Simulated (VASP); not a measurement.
Set up this calculation in VASP 6.6.1, as the native input.

| Property | Result |
| --- | --- |
| Task | relaxation of cell and atoms |
| Functional | PBE |
| Potentials or basis | VASP PAW PBE potentials, release 64 (Sn_d, Se) |
| Cutoff | 600 eV |
| k mesh | 12 × 12 × 14 |
| Occupations | gaussian, width 0.1 eV |
| Spin | no spin polarisation |
| Dipole correction | no |
| Further INCAR settings | ALGO = Normal; EDIFF = 1e-06; IBRION = 2; EDIFFG = -0.01; NSW = 100; ISIF = 3 |

The structure of Sn2Se lies in POSCAR:

```
Sn2Se
1.0
    5.4386688578      0.0000000000      0.0000000000
   -2.7193344289      4.7100253936      0.0000000000
    0.0000000000      0.0000000000      3.1425233763
Sn Se
2 1
Direct
    0.3333333333      0.6666666667      0.0000000000
    0.6666666667      0.3333333333      0.0000000000
    0.0000000000      0.0000000000      0.0000000000
```

The cell was built from a structure type or drawn by symmetry, and may not be a known phase.

These files were run (other wordings do the same):

INCAR

```
ALGO = Normal
EDIFF = 1E-6
EDIFFG = -0.01
ENCUT = 600
GGA = PE
IBRION = 2
ISIF = 3
ISMEAR = 0
LASPH = T
LCHARG = F
LREAL = F
LWAVE = F
NELM = 80
NSW = 100
PREC = Accurate
SIGMA = 0.1
```

KPOINTS

```
k-points
0
Gamma
  12 12 14
```

Potentials or basis: VASP PAW PBE potentials, release 64 (Sn_d, Se).

The run is started by

```console
$ cat potpaw_PBE.64/Sn_d/POTCAR potpaw_PBE.64/Se/POTCAR > POTCAR
$ mpirun -np 1 vasp_std > vasp.out
```

It gave:

* Relaxed volume: 26.82 Å³/atom
* Relaxed cell: a = 5.603 Å, b = 5.603 Å, c = 2.959 Å, α = 90.00°, β = 90.00°, γ = 120.00°
* Space group after relaxing (to 0.1 Å): P6/mmm (No. 191)
* Energy gained by relaxing: 24.8 meV/atom
* Ionic steps: 8
* Pressure after relaxing: 0.0 GPa
* Band gap on the k mesh: zero (bands 17 and 18 overlap by 3.73 eV)

Caveat: spin-orbit coupling is left out, which moves the levels of the heavy elements.

Wall time 9.8 min on 1 thread of Intel(R) Xeon(R) 6975P-C (Granite Rapids), on a shared host, peak memory 0.48 GiB.
